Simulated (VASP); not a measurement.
# LiNbO3 (R3c) in VASP: single point with PBE

Aim: the single point of LiNbO3 with PBE.

All numbers are computed with VASP 6.6.1; they aren't measurements. Logs are shortened: lines on timing, memory, paths and dates and some standing lists are left out, and cuts for length are marked.

### Step 1. The cell of the first run

Symmetry: R3c, No. 161, trigonal system. Conventional cell: a = 5.190 Å, b = 5.190 Å, c = 14.017 Å, α = 90.00°, β = 90.00°, γ = 120.00°. Within 2.8 Å of Li (site symmetry 3) lie 6 O at 2.08 to 2.27 Å. Nb (site symmetry 3) has 6 O at 1.88 to 2.16 Å within 2.5 Å. Within 2.5 Å of O (site symmetry 1) lie 2 Nb at 1.88 to 2.16 Å and 2 Li at 2.08 to 2.27 Å.

### Step 2. Single point, PBE

INCAR

```
ALGO     = Normal         # electronic algorithm
EDIFF    = 1E-6           # SCF threshold, eV
ENCUT    = 520            # plane-wave cutoff, eV
GGA      = PE             # functional
ISIF     = 2              # what is computed and relaxed
ISMEAR   = 0              # smearing method
LASPH    = True           # aspherical terms in the spheres
LCHARG   = False          # write CHGCAR
LREAL    = Auto         
LWAVE    = False          # write WAVECAR
NBANDS   = 318            # bands
NELM     = 60             # most SCF steps
PREC     = Accurate       # precision mode
SIGMA    = 0.01           # smearing width, eV
```

KPOINTS

```
k-points
0
Gamma
  1 1 1
```

POSCAR

```
LiNbO3
1.0
    5.1899002704      2.9963903182      9.3444464955
   -5.1899002704      2.9963903182      9.3444464955
    0.0000000000     -5.9927806363      9.3444464955
Li Nb O
16 16 48
Direct
    0.3591791438      0.3591791438      0.3591791438
    0.1091791438      0.1091791438      0.1091791438
    0.3591791438      0.3591791438      0.8591791438
    0.1091791438      0.1091791438      0.6091791438
    0.3591791438      0.8591791438      0.3591791438
    0.1091791438      0.6091791438      0.1091791438
    0.3591791438      0.8591791438      0.8591791438
    0.1091791438      0.6091791438      0.6091791438
    0.8591791438      0.3591791438      0.3591791438
    0.6091791438      0.1091791438      0.1091791438
    0.8591791438      0.3591791438      0.8591791438
    0.6091791438      0.1091791438      0.6091791438
    0.8591791438      0.8591791438      0.3591791438
    0.6091791438      0.6091791438      0.1091791438
    0.8591791438      0.8591791438      0.8591791438
    0.6091791438      0.6091791438      0.6091791438
    0.4997410062      0.4997410062      0.4997410062
    0.2497410062      0.2497410062      0.2497410062
    0.4997410062      0.4997410062      0.9997410062
    0.2497410062      0.2497410062      0.7497410063
    0.4997410062      0.9997410062      0.4997410062
    0.2497410062      0.7497410063      0.2497410062
    0.4997410062      0.9997410062      0.9997410062
    0.2497410062      0.7497410063      0.7497410063
    0.9997410062      0.4997410062      0.4997410062
    0.7497410063      0.2497410062      0.2497410062
    0.9997410062      0.4997410062      0.9997410062
    0.7497410063      0.2497410062      0.7497410063
    0.9997410062      0.9997410062      0.4997410062
    0.7497410063      0.7497410063      0.2497410062
    0.9997410062      0.9997410062      0.9997410062
    0.7497410063      0.7497410063      0.7497410063
    0.1394529432      0.3209637481      0.4447556587
    0.3209637481      0.4447556587      0.1394529432
    0.4447556587      0.1394529432      0.3209637481
    0.1947556587      0.0709637481      0.3894529432
    0.3894529432      0.1947556587      0.0709637481
    0.0709637481      0.3894529432      0.1947556587
    0.1394529432      0.3209637481      0.9447556587
    0.3209637481      0.4447556587      0.6394529432
    0.4447556587      0.1394529432      0.8209637481
    0.1947556587      0.0709637481      0.8894529432
    0.3894529432      0.1947556587      0.5709637481
    0.0709637481      0.3894529432      0.6947556587
    0.1394529432      0.8209637481      0.4447556587
    0.3209637481      0.9447556587      0.1394529432
    0.4447556587      0.6394529432      0.3209637481
    0.1947556587      0.5709637481      0.3894529432
    0.3894529432      0.6947556587      0.0709637481
    0.0709637481      0.8894529432      0.1947556587
    0.1394529432      0.8209637481      0.9447556587
    0.3209637481      0.9447556587      0.6394529432
    0.4447556587      0.6394529432      0.8209637481
    0.1947556587      0.5709637481      0.8894529432
    0.3894529432      0.6947556587      0.5709637481
    0.0709637481      0.8894529432      0.6947556587
    0.6394529432      0.3209637481      0.4447556587
    0.8209637481      0.4447556587      0.1394529432
    0.9447556587      0.1394529432      0.3209637481
    0.6947556587      0.0709637481      0.3894529432
    0.8894529432      0.1947556587      0.0709637481
    0.5709637481      0.3894529432      0.1947556587
    0.6394529432      0.3209637481      0.9447556587
    0.8209637481      0.4447556587      0.6394529432
    0.9447556587      0.1394529432      0.8209637481
    0.6947556587      0.0709637481      0.8894529432
    0.8894529432      0.1947556587      0.5709637481
    0.5709637481      0.3894529432      0.6947556587
    0.6394529432      0.8209637481      0.4447556587
    0.8209637481      0.9447556587      0.1394529432
    0.9447556587      0.6394529432      0.3209637481
    0.6947556587      0.5709637481      0.3894529432
    0.8894529432      0.6947556587      0.0709637481
    0.5709637481      0.8894529432      0.1947556587
    0.6394529432      0.8209637481      0.9447556587
    0.8209637481      0.9447556587      0.6394529432
    0.9447556587      0.6394529432      0.8209637481
    0.6947556587      0.5709637481      0.8894529432
    0.8894529432      0.6947556587      0.5709637481
    0.5709637481      0.8894529432      0.6947556587
```

Potentials or basis: VASP PAW PBE potentials, release 64 (Li_sv, Nb_sv, O).

The run is started by

```
> cat potpaw_PBE.64/Li_sv/POTCAR potpaw_PBE.64/Nb_sv/POTCAR potpaw_PBE.64/O/POTCAR > POTCAR
> mpirun -np 1 vasp_gam > vasp.out
```

OUTCAR:

```text
EDIFF = 1E-6
   ENCUT = 520
   GGA = PE
   ISIF = 2
   ISMEAR = 0
   LASPH = True
   LREAL = Auto
   NELM = 60
   PREC = Accurate

 ion  position               nearest neighbor table
   1  0.359  0.359  0.359-  43 2.08  62 2.08  48 2.08  34 2.27  33 2.27  35 2.27
   2  0.109  0.109  0.109-  59 2.08  39 2.08  46 2.08  42 2.27  50 2.27  61 2.27
   3  0.359  0.359  0.859-  37 2.08  68 2.08  54 2.08  40 2.27  39 2.27  41 2.27
   4  0.109  0.109  0.609-  65 2.08  33 2.08  52 2.08  36 2.27  56 2.27  67 2.27
   5  0.359  0.859  0.359-  55 2.08  74 2.08  36 2.08  46 2.27  45 2.27  47 2.27
   6  0.109  0.609  0.109-  71 2.08  51 2.08  34 2.08  54 2.27  38 2.27  73 2.27
[... 81 lines left out ...]
 A1 = (   5.1899002704,   2.9963903182,   9.3444464955)
 A2 = (  -5.1899002704,   2.9963903182,   9.3444464955)
 A3 = (   0.0000000000,  -5.9927806363,   9.3444464955)

Analysis of symmetry for initial positions (statically):
=====================================================================
 Subroutine PRICEL returns following result:

  LATTYP: Found a trigonal (rhomboedric) cell.
 ALAT       =     5.5504977268
 COS(alpha) =     0.5628563531

  Lattice vectors:

 A1 = (   2.5949501352,   1.4981951591,   4.6722232477)
 A2 = (  -2.5949501352,   1.4981951591,   4.6722232477)
 A3 = (   0.0000000000,  -2.9963903181,   4.6722232477)

   8 primitive cells build up your supercell.

 Routine SETGRP: Setting up the symmetry group for a
 trigonal (rhombohedral) supercell.

 Subroutine GETGRP returns: Found  6 space group operations
 (whereof  3 operations were pure point group operations)
 out of a pool of 12 trial point group operations.

The static configuration has the point symmetry C_3 .
 The point group associated with its full space group is C_3v.

Analysis of symmetry for dynamics (positions and initial velocities):
=====================================================================
 Subroutine PRICEL returns following result:

  LATTYP: Found a trigonal (rhomboedric) cell.
 ALAT       =     5.5504977268
 COS(alpha) =     0.5628563531

  Lattice vectors:

 A1 = (   2.5949501352,   1.4981951591,   4.6722232477)
 A2 = (  -2.5949501352,   1.4981951591,   4.6722232477)
 A3 = (   0.0000000000,  -2.9963903181,   4.6722232477)

   8 primitive cells build up your supercell.

 Routine SETGRP: Setting up the symmetry group for a
 trigonal (rhombohedral) supercell.

 Subroutine GETGRP returns: Found  6 space group operations
 (whereof  3 operations were pure point group operations)
 out of a pool of 12 trial point group operations.

The dynamic configuration has the point symmetry C_3 .
 The point group associated with its full space group is C_3v.

 Subroutine INISYM returns: Found  6 space group operations
 (whereof  3 operations are pure point group operations),
 and found     8 'primitive' translations

----------------------------------------------------------------------------------------

                                     Primitive cell

  volume of cell :     108.9864

  direct lattice vectors                    reciprocal lattice vectors
     2.594950135  1.498195159  4.672223248     0.192681930  0.111244964  0.071343623
    -2.594950135  1.498195159  4.672223248    -0.192681930  0.111244964  0.071343623
     0.000000000 -2.996390318  4.672223248     0.000000000 -0.222489928  0.071343623

  length of vectors
     5.550497727  5.550497727  5.550497727     0.233648626  0.233648626  0.233648626
[... 46 lines left out ...]

 Subroutine IBZKPT returns following result:
 ===========================================

 Found      1 irreducible k-points:

 Following reciprocal coordinates:
            Coordinates               Weight
  0.000000  0.000000  0.000000      1.000000
   k-points           NKPTS =      1   k-points in BZ     NKDIM =      1   number of bands    NBANDS=    318
   number of dos      NEDOS =    301   number of ions     NIONS =     80
   total plane-waves  NPLWV = 592704
   dimension x,y,z NGX =    84 NGY =   84 NGZ =   84
   dimension x,y,z NGXF=   168 NGYF=  168 NGZF=  168
   ions per type =              16  16  48
   NGX,Y,Z   is equivalent  to a cutoff of  12.58, 12.58, 12.58 a.u.
   NGXF,Y,Z  is equivalent  to a cutoff of  25.16, 25.16, 25.16 a.u.
 SYSTEM =  unknown system
   PREC   = accura    normal or accurate (medium, high low for compatibility)
   ISTART =      0    job   : 0-new  1-cont  2-samecut
   ICHARG =      2    charge: 1-file 2-atom 10-const
   ISPIN  =      1    spin polarized calculation?
   LNONCOLLINEAR =      F non collinear calculations
   LSORBIT =      F    spin-orbit coupling
   LASPH  =      T    aspherical Exc in radial PAW
   ENCUT  =  520.0 eV  38.22 Ry    6.18 a.u.  20.64 20.64 20.64*2*pi/ulx,y,z
   NELM   =     60;   NELMIN=  2; NELMDL= -5     # of ELM steps
   EDIFF  = 0.1E-05   stopping-criterion for ELM
   LREAL  =      T    real-space projection
   EDIFFG = 0.1E-04   stopping-criterion for IOM
   NSW    =      0    number of steps for IOM
   IBRION =     -1    ionic relax: 0-MD 1-quasi-New 2-CG
   NFREE  =      0    steps in history (QN), initial steepest desc. (CG)
   ISIF   =      2    stress and relaxation
   ISYM   =      2    0-nonsym 1-usesym 2-fastsym
   POTIM  = 0.5000    time-step for ionic-motion
   TEBEG  =    0.0;   TEEND  =   0.0 temperature during run
   PSTRESS=    0.0 pullay stress
   NELECT =     544.0000    total number of electrons
   NUPDOWN=      -1.0000    fix difference up-down
   EMIN   =  10.00;   EMAX   =-10.00  energy-range for DOS
   EFERMI =   0.00;   METHOD = LEGACY
   ISMEAR =     0;   SIGMA  =   0.01  broadening in eV -4-tet -1-fermi 0-gaus
   EFERMI_NEDOS =   21; number of points for ismear=-14 and -15
   IALGO  =     38    algorithm
   IMIX   =      4    mixing-type and parameters
     AMIX     =   0.40;   BMIX     =  1.00
     AMIX_MAG =   1.60;   BMIX_MAG =  1.00
  volume/ion in A,a.u.               =      10.90        73.55
  Fermi-wavevector in a.u.,A,eV,Ry     =   1.398901  2.643540 26.625577  1.956925
  Thomas-Fermi vector in A             =   2.522014
   LORBIT       =      0    0 simple, 1 ext, 2 COOP (PROOUT), +10 PAW based schemes
   GGA     = PE    functional components
   LHFCALC =     F    Hartree Fock is set to
   AEXX    =    0.0000 exact exchange contribution
   IVDW    =     0    specifies the selected vdW correction
   LEPSILON=     F    determine dielectric tensor
   LRPA    =     F    only Hartree local field effects (RPA)
 non-spin polarized calculation
 Gauss-broadening in eV      SIGMA  =   0.01
  energy-cutoff  :      520.00
  volume of cell :      871.89
 maximum number of plane-waves:     11751
 NGX is ok and might be reduce to    84
   NGX = 41   NGY = 41   NGZ = 41

 number of electron     543.9999989 magnetization

 Free energy of the ion-electron system (eV)
  ---------------------------------------------------
  ext. energy  EPLUGINS =         0.00000000
  ---------------------------------------------------
  free energy    TOTEN  =      -640.02754076 eV

  energy without entropy =     -640.02754076  energy(sigma->0) =     -640.02754076

 E-fermi :   3.4280     XC(G=0): -10.6645

 val. band max:        3.3264268532   @ k =   0.0000   0.0000   0.0000
 cond. band min:       6.8975611521   @ k =   0.0000   0.0000   0.0000
 fundamental gap:      3.5711342989
 Fermi energy:         3.4280249302

 k-point     1 :       0.0000    0.0000    0.0000
  band No.  band energies     occupation
      1     -50.9179      2.00000
      2     -50.9135      2.00000
      3     -50.9135      2.00000
      4     -50.9135      2.00000
      5     -50.9113      2.00000
      6     -50.9113      2.00000
[... 276 lines left out ...]
    283       7.1454      0.00000
    284       7.3572      0.00000
 [bands above 284 left out]

------------------------ aborting loop because EDIFF is reached ----------------------------------------

  FORCE on cell =-STRESS in cart. coord.  units (eV):
  Direction    XX          YY          ZZ          XY          YZ          ZX
  --------------------------------------------------------------------------------------
  -------------------------------------------------------------------------------------
  Total       -1.8898341     -1.8898341     -0.5160779      0.0000000     -0.0000000      0.0000000
  in kB       -3.4727381     -3.4727381     -0.9483391      0.0000000     -0.0000000      0.0000000
  external PRESSURE =      -2.6312718 kB  Pullay stress =       0.0000000 kB

 VOLUME and BASIS-vectors are now :
 -----------------------------------------------------------------------------
  energy-cutoff  :      520.00
  volume of cell :      871.89
      direct lattice vectors                 reciprocal lattice vectors
     5.189900270  2.996390318  9.344446495     0.096340965  0.055622482  0.035671811
    -5.189900270  2.996390318  9.344446495    -0.096340965  0.055622482  0.035671811
     0.000000000 -5.992780636  9.344446495     0.000000000 -0.111244964  0.035671811

 POSITION                                       TOTAL-FORCE (eV/Angst)
 -----------------------------------------------------------------------------------
      0.00000      0.00000     10.06899        -0.000000     -0.000000     -0.000919
      0.00000      0.00000      3.06066        -0.000000     -0.000000     -0.000919
      0.00000     -2.99639     14.74121        -0.000000     -0.000000     -0.000919
      0.00000     -2.99639      7.73288        -0.000000     -0.000000     -0.000919
     -2.59495      1.49820     14.74121        -0.000000     -0.000000     -0.000919
     -2.59495      1.49820      7.73288        -0.000000     -0.000000     -0.000919
[... 72 lines left out ...]
      1.01046      1.32525     20.13889         0.005805     -0.005718      0.057502
     -1.65293      0.21246     20.13889         0.002049      0.007886      0.057502
 -----------------------------------------------------------------------------------
    total drift:                               -0.000000      0.000007     -0.034531

  FREE ENERGIE OF THE ION-ELECTRON SYSTEM (eV)
  ---------------------------------------------------
  free  energy   TOTEN  =      -640.0275407559 eV

  energy  without entropy=     -640.0275407559  energy(sigma->0) =     -640.02754076
```

It took 13 min on 1 thread of Intel Xeon Platinum 8259CL at 2.50GHz (Skylake/Cascade Lake), shared host; peak memory 1.1 GiB.

What came out:

```yaml
Free_energy: -640.0275 eV
Largest_force: 0.172 eV/Å
Band_gap_on_the_k_mesh: 3.57 eV
```

Forces in eV/Å, atoms in the order of the input:
```
Li   0.000  0.000 -0.001
Li   0.000  0.000 -0.001
Li   0.000  0.000 -0.001
Li   0.000  0.000 -0.001
Li   0.000  0.000 -0.001
Li   0.000  0.000 -0.001
Li   0.000  0.000 -0.001
Li   0.000  0.000 -0.001
Li   0.000  0.000 -0.001
Li   0.000  0.000 -0.001
Li   0.000  0.000 -0.001
Li   0.000  0.000 -0.001
Li   0.000  0.000 -0.001
Li   0.000  0.000 -0.001
Li   0.000  0.000 -0.001
Li   0.000  0.000 -0.001
Nb   0.000  0.000 -0.172
Nb   0.000  0.000 -0.172
Nb   0.000  0.000 -0.172
Nb   0.000  0.000 -0.172
Nb   0.000  0.000 -0.172
Nb   0.000  0.000 -0.172
Nb   0.000  0.000 -0.172
Nb   0.000  0.000 -0.172
Nb   0.000  0.000 -0.172
Nb   0.000  0.000 -0.172
Nb   0.000  0.000 -0.172
Nb   0.000  0.000 -0.172
Nb   0.000  0.000 -0.172
Nb   0.000  0.000 -0.172
Nb   0.000  0.000 -0.172
Nb   0.000  0.000 -0.172
O   -0.002  0.008  0.058
O    0.008 -0.002  0.058
O   -0.006 -0.006  0.058
O   -0.008 -0.002  0.058
O    0.006 -0.006  0.058
O    0.002  0.008  0.058
O   -0.002  0.008  0.058
O    0.008 -0.002  0.058
O   -0.006 -0.006  0.058
O   -0.008 -0.002  0.058
O    0.006 -0.006  0.058
O    0.002  0.008  0.058
O   -0.002  0.008  0.058
O    0.008 -0.002  0.058
O   -0.006 -0.006  0.058
O   -0.008 -0.002  0.058
O    0.006 -0.006  0.058
O    0.002  0.008  0.058
O   -0.002  0.008  0.058
O    0.008 -0.002  0.058
O   -0.006 -0.006  0.058
O   -0.008 -0.002  0.058
O    0.006 -0.006  0.058
O    0.002  0.008  0.058
O   -0.002  0.008  0.058
O    0.008 -0.002  0.058
O   -0.006 -0.006  0.058
O   -0.008 -0.002  0.058
O    0.006 -0.006  0.058
O    0.002  0.008  0.058
O   -0.002  0.008  0.058
O    0.008 -0.002  0.058
O   -0.006 -0.006  0.058
O   -0.008 -0.002  0.058
O    0.006 -0.006  0.058
O    0.002  0.008  0.058
O   -0.002  0.008  0.058
O    0.008 -0.002  0.058
O   -0.006 -0.006  0.058
O   -0.008 -0.002  0.058
O    0.006 -0.006  0.058
O    0.002  0.008  0.058
O   -0.002  0.008  0.058
O    0.008 -0.002  0.058
O   -0.006 -0.006  0.058
O   -0.008 -0.002  0.058
O    0.006 -0.006  0.058
O    0.002  0.008  0.058
```

Caveat: the k points lie up to 0.73 Å⁻¹ apart; the cutoff is under 1.25 times the usual one of these potentials, so pressure, stress and relaxed cells hold a basis-set (Pulay) error. PBE gaps usually lie below the measured ones, often by a third to a half.
